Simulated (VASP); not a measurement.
# W in VASP: a series of runs, part 2 of 2

VASP 6.6.1. The steps go on from the part before.

## (4) Single point, PBE

This run uses another cell than the first one, of 14.70 Å³/atom, 0.834 times its volume.

INCAR reads:

```
PREC = Accurate
ENCUT = 520
EDIFF = 1E-6
ISMEAR = 0
SIGMA = 0.15
LREAL = F
LASPH = T
NELM = 80
ALGO = Fast
ISIF = 2
LWAVE = F
LCHARG = F
GGA = PE
NBANDS = 13
```

KPOINTS reads:

```
Automatic mesh
0
Gamma
  20 20 20
```

POSCAR reads:

```
W
1.0
   -1.4697547217      1.5440940974      1.5440940974
    1.5440940974     -1.4697547217      1.5440940974
    1.5440940974      1.5440940974     -1.4697547217
W
1
Direct
    0.0000000000      0.0000000000      0.0000000000
```

The run is started by

```bash
$ cat potpaw_PBE.64/W_sv/POTCAR > POTCAR
$ mpirun -np 1 vasp_std > vasp.out
```

Run time: 51 s. Hardware: 1 thread of Intel Xeon 6975P-C (Granite Rapids), shared host; peak memory 0.24 GiB.

The run converged. Its results:

```yaml
Free_energy: -12.7541 eV
Pressure: 36.5 GPa
Band_gap_on_the_k_mesh: zero (band 7 reaches 17.01 eV, above the bottom of band 8 at 11.50 eV)
```

Stress tensor (GPa, compression positive):
```
36.52 -8.10 -8.10
-8.10 36.52 -8.10
-8.10 -8.10 36.52
```

Levels at points of the mesh, in eV from the Fermi level:
```csv
k point,band 3,band 4,band 5,band 6,band 7,band 8,band 9,band 10,band 11,band 12
"(0.00, 0.00, 0.00)",-37.53,-37.53,-10.12,-2.00,-2.00,-0.53,2.52,2.52,14.19,14.19
"(0.50, 0.00, 0.00)",-38.02,-37.55,-6.87,-4.17,0.51,2.68,3.74,6.22,11.87,12.03
"(0.50, 0.50, 0.00)",-38.27,-37.62,-6.86,-3.97,1.34,2.09,2.97,7.15,11.13,12.96
"(0.50, 0.50, 0.50)",-38.86,-38.56,-6.55,-6.55,4.37,6.26,6.26,8.15,9.23,9.23
```

Caveat: spin-orbit coupling is left out, which moves the levels of the heavy elements.

## (5) Single point, PBE

This run uses another cell than the first one, of 14.72 Å³/atom, 0.835 times its volume.

INCAR reads:

```
SYSTEM = W
PREC     = Accurate       ! precision mode
ENCUT    = 520            ! plane-wave cutoff, eV
EDIFF    = 1E-6           ! SCF threshold, eV
ISMEAR   = 0              ! smearing method
SIGMA    = 0.15           ! smearing width, eV
LREAL    = .FALSE.        ! projectors in reciprocal space
LASPH    = .TRUE.         ! aspherical terms in the spheres
NELM     = 80             ! most SCF steps
ALGO     = Fast           ! electronic algorithm
ISIF     = 2              ! what is computed and relaxed
LWAVE    = .FALSE.        ! write WAVECAR
LCHARG   = .FALSE.        ! write CHGCAR
GGA      = PE             ! functional
NBANDS   = 13             ! bands
```

KPOINTS reads:

```
Automatic mesh
0
G
  20 20 20
  0 0 0
```

POSCAR reads:

```
W
1.0
   -1.5070040020      1.5440940974      1.5440940974
    1.5440940974     -1.5070040020      1.5440940974
    1.5440940974      1.5440940974     -1.5070040020
W
1
Direct
    0.0000000000      0.0000000000      0.0000000000
```

The run is started by

```bash
$ cat potpaw_PBE.64/W_sv/POTCAR > POTCAR
$ mpirun -np 1 vasp_std > vasp.out
```

It took 48 s on 1 thread of Intel Xeon 6975P-C (Granite Rapids), shared host; peak memory 0.24 GiB.

Results (log left out):

```
Free energy            : -12.8001 eV
Pressure               : 35.0 GPa
Band gap on the k mesh : zero (band 7 reaches 17.65 eV, above the bottom of band 8 at 11.46 eV)
```

Stress tensor (GPa, compression positive):
```
35.00 -4.59 -4.59
-4.59 35.00 -4.59
-4.59 -4.59 35.00
```

Levels at points of the mesh, in eV from the Fermi level:
```
           k point  band 3  band 4  band 5  band 6  band 7  band 8  band 9  band 10  band 11  band 12
(0.00, 0.00, 0.00)  -37.56  -37.56  -10.11   -1.69   -1.69   -0.98    2.41     2.41    14.39    14.39
(0.50, 0.00, 0.00)  -38.08  -37.59   -6.86   -4.09    0.70    2.49    3.59     6.54    11.81    12.00
(0.50, 0.50, 0.00)  -38.19  -37.63   -6.84   -3.97    1.12    2.17    3.17     6.96    11.39    12.62
(0.50, 0.50, 0.50)  -38.80  -38.64   -6.53   -6.53    5.03    5.95    5.95     8.46     9.00     9.00
```

Caveat: spin-orbit coupling is left out, which moves the levels of the heavy elements.

## (6) Single point, PBE

This run uses another cell than the first one, of 14.72 Å³/atom, 0.835 times its volume.

INCAR reads:

```
SYSTEM = W
  ALGO = Fast
  EDIFF = 1E-6
  ENCUT = 520
  GGA = PE
  ISIF = 2
  ISMEAR = 0
  LASPH = .True.
  LCHARG = .True.
  LELF = .True.
  LREAL = .False.
  LVHAR = .True.
  LWAVE = .False.
  NBANDS = 13
  NELM = 100
  PREC = Accurate
  SIGMA = 0.15
```

KPOINTS reads:

```
k-points
0
Gamma
  20 20 20
  0 0 0
```

POSCAR reads:

```
W
1.0
   -1.5811841927      1.5440940974      1.5440940974
    1.5440940974     -1.5811841927      1.5440940974
    1.5440940974      1.5440940974     -1.5811841927
W
1
Direct
    0.0000000000      0.0000000000      0.0000000000
```

Potentials or basis: VASP PAW PBE potentials, release 64 (W_sv).

The run is started by

```bash
$ cat potpaw_PBE.64/W_sv/POTCAR > POTCAR
$ mpirun -np 1 vasp_std > vasp.out
```

Wall time 54 s (1 thread of Intel Xeon 6975P-C (Granite Rapids), shared host); peak memory 0.23 GiB.

Results (log left out):

```yaml
Free_energy: -12.7988 eV
Pressure: 35.1 GPa
Band_gap_on_the_k_mesh: zero (band 7 reaches 17.97 eV, above the bottom of band 8 at 11.29 eV)
```

Stress tensor (GPa, compression positive):
```
35.08  5.15  5.15
 5.15 35.08  5.15
 5.15  5.15 35.08
```

Levels at points of the mesh, in eV from the Fermi level:
```tsv
k point	band 3	band 4	band 5	band 6	band 7	band 8	band 9	band 10	band 11	band 12
(0.00, 0.00, 0.00)	-37.65	-37.51	-10.11	-1.90	-1.24	-1.24	2.41	2.41	14.15	14.85
(0.50, 0.00, 0.00)	-38.18	-37.65	-6.84	-3.95	1.12	2.14	3.14	6.90	11.41	12.71
(0.50, 0.50, 0.00)	-38.09	-37.57	-6.86	-4.11	0.69	2.52	3.62	6.59	11.78	11.92
(0.50, 0.50, 0.50)	-38.68	-38.68	-6.53	-6.53	5.35	5.35	6.23	8.63	8.63	9.21
```

Caveat: spin-orbit coupling is left out, which moves the levels of the heavy elements.

## (7) Overview

```tsv
cell	further INCAR settings	gap on the mesh (eV)	pressure (GPa)
a = 2.840 Å, angles 109.5°, 1 atom	ALGO = Fast; EDIFF = 1e-07; NBANDS = 13	none	-22.1
a = 2.718 Å, angles 110.7°, 1 atom	ALGO = Fast; EDIFF = 1e-06; NBANDS = 13	none	36.9
a = 2.632 Å, angles 108.1°, 1 atom	ALGO = Fast; EDIFF = 1e-06; NBANDS = 13	none	36.5
a = 2.653 Å, angles 108.8°, 1 atom	ALGO = Fast; EDIFF = 1e-06; NBANDS = 13	none	35.0
a = 2.696 Å, angles 110.1°, 1 atom	ALGO = Fast; EDIFF = 1e-06; NBANDS = 13	none	35.1
```

Alike in all rows: task single point; level PBE; potentials or basis VASP PAW PBE potentials, release 64 (W_sv); no spin polarisation; k mesh 20 × 20 × 20; cutoff (eV) 520; smearing gaussian 0.15 eV.

Caveats: spin-orbit coupling is left out, which moves the levels of the heavy elements.

Total energies depend on the potentials used, so only differences within one code and one set of settings carry meaning.
